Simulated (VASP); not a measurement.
# CrW2 (P6/mmm) in VASP: single point with PBE

Aim: the single point of CrW2 with PBE.

Everything below comes from runs of VASP 6.6.1. Logs are shortened: lines on timing, memory, paths and dates and some standing lists are left out, and cuts for length are marked.

### Step 1. The cell of the first run

Symmetry: P6/mmm, No. 191, hexagonal system. The conventional cell has a = 4.519 Å, b = 4.519 Å, c = 2.647 Å, α = 90.00°, β = 90.00°, γ = 120.00°. Cr (site symmetry 6/mmm) has 2 Cr at 2.65 Å and 12 W at 2.93 Å within 3.5 Å. Within 3.4 Å of W (site symmetry -6m2) lie 5 W at 2.61 to 2.65 Å and 6 Cr at 2.93 Å.

### Step 2. Single point, PBE, collinear spin, ferromagnetic start

INCAR reads:

```
  PREC = Accurate
  ENCUT = 520
  EDIFF = 1E-6
  ISMEAR = 0
  SIGMA = 0.1
  LREAL = False
  LASPH = True
  NELM = 150
  ALGO = Normal
  ISIF = 2
  LWAVE = False
  LCHARG = False
  ISPIN = 2
  MAGMOM = 2.71 0 0
  LORBIT = 11
  LMAXMIX = 4
  GGA = PE
  NBANDS = 31
```

KPOINTS reads:

```
Automatic mesh
0
Gamma
  6 6 4
```

POSCAR reads:

```
CrW2
1.0
    4.5187152626      0.0000000000      0.0000000000
   -2.2593576313      3.9133222099      0.0000000000
    0.0000000000      0.0000000000      2.6472509709
Cr W
1 2
Direct
    0.0000000000      0.0000000000      0.0000000000
    0.3333333333      0.6666666667      0.5000000000
    0.6666666667      0.3333333333      0.5000000000
```

Potentials or basis: VASP PAW PBE potentials, release 64 (Cr_pv, W_sv).

Command:

```bash
$ cat potpaw_PBE.64/Cr_pv/POTCAR potpaw_PBE.64/W_sv/POTCAR > POTCAR
$ mpirun -np 1 vasp_std > vasp.out
```

OUTCAR:

```text
PREC = Accurate
   ENCUT = 520
   EDIFF = 1E-6
   ISMEAR = 0
   LREAL = False
   LASPH = True
   NELM = 150
   ISIF = 2
   ISPIN = 2
   LORBIT = 11
   GGA = PE

 ion  position               nearest neighbor table
   1  0.000  0.000  0.000-   2 2.93   3 2.93   2 2.93   3 2.93   3 2.93   3 2.93   2 2.93   2 2.93
                             3 2.93   3 2.93   2 2.93   2 2.93
   2  0.333  0.667  0.500-   3 2.61   3 2.61   3 2.61   1 2.93   1 2.93   1 2.93   1 2.93   1 2.93
                             1 2.93
   3  0.667  0.333  0.500-   2 2.61   2 2.61   2 2.61   1 2.93   1 2.93   1 2.93   1 2.93   1 2.93
                             1 2.93

  LATTYP: Found a hexagonal cell.
 ALAT       =     4.5187152626
 C/A-ratio  =     0.5858415096

  Lattice vectors:

 A1 = (   4.5187152626,   0.0000000000,   0.0000000000)
 A2 = (  -2.2593576313,   3.9133222099,   0.0000000000)
 A3 = (   0.0000000000,   0.0000000000,   2.6472509709)

Analysis of symmetry for initial positions (statically):
=====================================================================
 Subroutine PRICEL returns:
 Original cell was already a primitive cell.

 Routine SETGRP: Setting up the symmetry group for a
 hexagonal supercell.

 Subroutine GETGRP returns: Found 24 space group operations
 (whereof 24 operations were pure point group operations)
 out of a pool of 24 trial point group operations.

The static configuration has the point symmetry D_6h.

Analysis of symmetry for dynamics (positions and initial velocities):
=====================================================================
 Subroutine PRICEL returns:
 Original cell was already a primitive cell.

 Routine SETGRP: Setting up the symmetry group for a
 hexagonal supercell.

 Subroutine GETGRP returns: Found 24 space group operations
 (whereof 24 operations were pure point group operations)
 out of a pool of 24 trial point group operations.

The dynamic configuration has the point symmetry D_6h.

Analysis of structural, dynamic, and magnetic symmetry:
=====================================================================
 Subroutine PRICEL returns:
 Original cell was already a primitive cell.

 Routine SETGRP: Setting up the symmetry group for a
 hexagonal supercell.

 Subroutine GETGRP returns: Found 24 space group operations
[... 123 lines left out ...]
  Fermi-wavevector in a.u.,A,eV,Ry     =   1.553494  2.935678 32.835535  2.413344
  Thomas-Fermi vector in A             =   2.657717
   LORBIT       =     11    0 simple, 1 ext, 2 COOP (PROOUT), +10 PAW based schemes
   GGA     = PE    functional components
   LHFCALC =     F    Hartree Fock is set to
   AEXX    =    0.0000 exact exchange contribution
   IVDW    =     0    specifies the selected vdW correction
   LEPSILON=     F    determine dielectric tensor
   LRPA    =     F    only Hartree local field effects (RPA)
 spin polarized calculation
 Gauss-broadening in eV      SIGMA  =   0.10
  energy-cutoff  :      520.00
  volume of cell :       46.81
 maximum number of plane-waves:      1282
 NGX is ok and might be reduce to    36
   NGX = 17   NGY = 17   NGZ =  9

 number of electron      40.0000000 magnetization       0.0045185

 number of electron      40.0000000 magnetization      -0.0003876

 Free energy of the ion-electron system (eV)
  ---------------------------------------------------
  ext. energy  EPLUGINS =         0.00000000
  ---------------------------------------------------
  free energy    TOTEN  =       -32.96001880 eV

  energy without entropy =      -32.92001418  energy(sigma->0) =      -32.94001649

 E-fermi :   9.9478     XC(G=0): -13.1580

 val. band max:        9.9417742781   @ k =   0.5000   0.0000   0.2500
 cond. band min:       9.9611621093   @ k =   0.5000   0.0000   0.5000
 fundamental gap:      0.0193878312
 Fermi energy:         9.9477767113

 spin component 1

 k-point     1 :       0.0000    0.0000    0.0000
  band No.  band energies     occupation
      1     -63.8313      1.00000
      2     -63.6700      1.00000
      3     -32.9070      1.00000
      4     -32.9070      1.00000
      5     -32.8596      1.00000
      6     -28.4607      1.00000
[... 703 lines left out ...]
     30      17.3205      0.00000
     31      17.9642      0.00000
 Fermi energy:         9.9477767113

 spin component 2

 k-point     1 :       0.0000    0.0000    0.0000
  band No.  band energies     occupation
      1     -63.8313      1.00000
      2     -63.6700      1.00000
      3     -32.9069      1.00000
      4     -32.9069      1.00000
      5     -32.8593      1.00000
      6     -28.4607      1.00000
[... 703 lines left out ...]
     30      17.3208      0.00000
     31      17.9641      0.00000

------------------------ aborting loop because EDIFF is reached ----------------------------------------

  FORCE on cell =-STRESS in cart. coord.  units (eV):
  Direction    XX          YY          ZZ          XY          YZ          ZX
  --------------------------------------------------------------------------------------
  -------------------------------------------------------------------------------------
  Total        0.3685074      0.3685074     -2.3749806      0.0000000      0.0000000      0.0000000
  in kB       12.6124986     12.6124986    -81.2858500      0.0000000      0.0000000      0.0000000
  external PRESSURE =     -18.6869509 kB  Pullay stress =       0.0000000 kB

 VOLUME and BASIS-vectors are now :
 -----------------------------------------------------------------------------
  energy-cutoff  :      520.00
  volume of cell :       46.81
      direct lattice vectors                 reciprocal lattice vectors
     4.518715263  0.000000000  0.000000000     0.221301840  0.127768677  0.000000000
    -2.259357631  3.913322210  0.000000000     0.000000000  0.255537353  0.000000000
     0.000000000  0.000000000  2.647250971     0.000000000  0.000000000  0.377750357

 POSITION                                       TOTAL-FORCE (eV/Angst)
 -----------------------------------------------------------------------------------
      0.00000      0.00000      0.00000        -0.000000      0.000000      0.000000
     -0.00000      2.60888      1.32363         0.000000     -0.000000     -0.000000
      2.25936      1.30444      1.32363         0.000000      0.000000      0.000000
 -----------------------------------------------------------------------------------
    total drift:                                0.000000      0.000000     -0.000000

  FREE ENERGIE OF THE ION-ELECTRON SYSTEM (eV)
  ---------------------------------------------------
  free  energy   TOTEN  =       -32.9600187950 eV

  energy  without entropy=      -32.9200141778  energy(sigma->0) =      -32.94001649

 total charge

# of ion       s       p       d       tot
------------------------------------------
    1        0.342   6.295   4.065  10.703
    2        2.427   6.291   3.415  12.133
    3        2.427   6.291   3.415  12.133
--------------------------------------------------
tot          5.197  18.876  10.896  34.969

 magnetization (x)

# of ion       s       p       d       tot
------------------------------------------
    1       -0.000   0.000   0.000   0.000
    2       -0.000  -0.000  -0.000  -0.000
    3       -0.000  -0.000  -0.000  -0.000
--------------------------------------------------
tot         -0.000  -0.000  -0.000  -0.000
```

stdout:

```text
POSCAR found type information on POSCAR CrW
 POSCAR found :  2 types and       3 ions
 scaLAPACK will be used
 LDA part: xc-table for (Slater+PW92), standard interpolation
 POSCAR, INCAR and KPOINTS ok, starting setup
 FFT: planning ... GRIDC
 FFT: planning ... GRID_SOFT
 FFT: planning ... GRID
 WAVECAR not read
 entering main loop
```

Run time: 1.9 min. Hardware: 1 thread of Intel Xeon 6975P-C (Granite Rapids), shared host; peak memory 0.21 GiB.

What came out:

```
Free energy                                           : -32.9600 eV
Pressure                                              : -1.9 GPa
Band gap on the k mesh                                : zero (filled and empty bands overlap)
Net moment                                            : 0.00 μB per cell
Valence electrons inside the program's atomic spheres : Cr 10.70; W 12.13
```

Stress tensor (GPa, compression positive):
```
 1.26  0.00  0.00
 0.00  1.26  0.00
 0.00  0.00 -8.13
```

Levels at points of the mesh, in eV from the Fermi level:
Spin up:
```
           k point  band 18  band 19  band 20  band 21  band 22  band 23
(0.00, 0.00, 0.00)    -1.65    -1.03    -0.03    -0.03     0.69     0.69
(0.50, 0.00, 0.00)    -1.18    -0.99     0.21     0.72     0.78     1.33
(0.00, 0.00, 0.50)    -0.71    -0.71     0.36     0.36     1.53     1.53
(0.50, 0.00, 0.50)    -1.08    -0.19     0.01     0.15     1.08     1.91
```
Spin down:
| k point | band 16 | band 17 | band 18 | band 19 | band 20 | band 21 | band 22 | band 23 | band 24 | band 25 |
| --- | --- | --- | --- | --- | --- | --- | --- | --- | --- | --- |
| (0.00, 0.00, 0.00) | -2.34 | -1.65 | -1.65 | -1.03 | -0.03 | -0.03 | 0.69 | 0.69 | 1.91 | 1.91 |
| (0.50, 0.00, 0.00) | -2.68 | -2.52 | -1.18 | -0.99 | 0.21 | 0.72 | 0.78 | 1.33 | 2.17 | 2.51 |
| (0.00, 0.00, 0.50) | -2.82 | -1.95 | -0.71 | -0.71 | 0.36 | 0.36 | 1.53 | 1.53 | 2.95 | 2.95 |
| (0.50, 0.00, 0.50) | -2.53 | -2.19 | -1.08 | -0.19 | 0.01 | 0.15 | 1.08 | 1.91 | 2.37 | 3.28 |

Caveat: the k points lie up to 0.59 Å⁻¹ apart; the starting moments collapsed, and a magnetic state may lie lower; spin-orbit coupling is left out, which moves the levels of the heavy elements.
